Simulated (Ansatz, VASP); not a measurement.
# BaS: VASP beside Ansatz

File INCAR:

```
SYSTEM = BaS
PREC = Accurate ; ENCUT = 500
EDIFF = 1E-6 ; ISMEAR = -1
SIGMA = 0.05 ; LREAL = .FALSE.
LASPH = .TRUE. ; NELM = 120
ALGO = Normal ; ISIF = 2
LWAVE = .FALSE. ; LCHARG = .TRUE.
GGA = PS ; LELF = .TRUE.
LVHAR = .TRUE. ; NBANDS = 15
GGA_COMPAT = .FALSE.
```

File KPOINTS:

```
regular mesh
0
G
  7 7 7
  0 0 0
```

Contents of POSCAR:

```
BaS
1.0
    0.0000000000      3.2149012787      3.2149012787
    3.2149012787      0.0000000000      3.2149012787
    3.2149012787      3.2149012787      0.0000000000
Ba S
1 1
Direct
    0.0000000000      0.0000000000      0.0000000000
    0.5000000000      0.5000000000      0.5000000000
```

File input.yaml:

```yaml
crystal:
  lattice:
    - [0.0, 3.2149012787, 3.2149012787]
    - [3.2149012787, 0.0, 3.2149012787]
    - [3.2149012787, 3.2149012787, 0.0]
  atoms:
    - { symbol: Ba, position: [0.0, 0.0, 0.0] }
    - { symbol: S, position: [0.5, 0.5, 0.5] }
hamiltonian:
  xc: pbesol
  pseudopotentials: { kind: paw }
kpoints:
  mp_grid: { grid: [7, 7, 7] }
scf:
  occupations: { method: fermi_dirac, width: 0.05 }
output:
  forces: true
  stress: true
  eigenvalues: true
  write_density: true
  write_potential: true
  elf: true
  volumetric_format: npy
```

Alike in both runs: task single point; functional PBEsol; k mesh 7 × 7 × 7; occupations fermi-dirac, width 0.05 eV; no spin polarisation.

|  | VASP | Ansatz |
| --- | --- | --- |
| version | VASP 6.6.1 | Ansatz 0.2.0 |
| potentials or method | VASP PAW PBE potentials, release 64 (Ba_sv, S) | Ansatz PAW |
| plane-wave cutoff (eV) | 500 | 420 |
| valence electrons in the cell | 16 | 16 |

```tsv
	VASP	Ansatz	Ansatz less VASP
gap on the k mesh at the Fermi level (eV)	2.08	2.17	+0.093
least direct gap on the mesh (eV)	2.24	2.30	+0.062
pressure (GPa)	-1.4	-1.9	-0.57
```

VASP's potentials were made for PBE, not for PBEsol.

Neither program's run includes spin-orbit coupling. Noted on Ansatz's run: odd divisions of the mesh miss points on the zone boundary, where band edges often lie, so the gap on the mesh can be too wide.
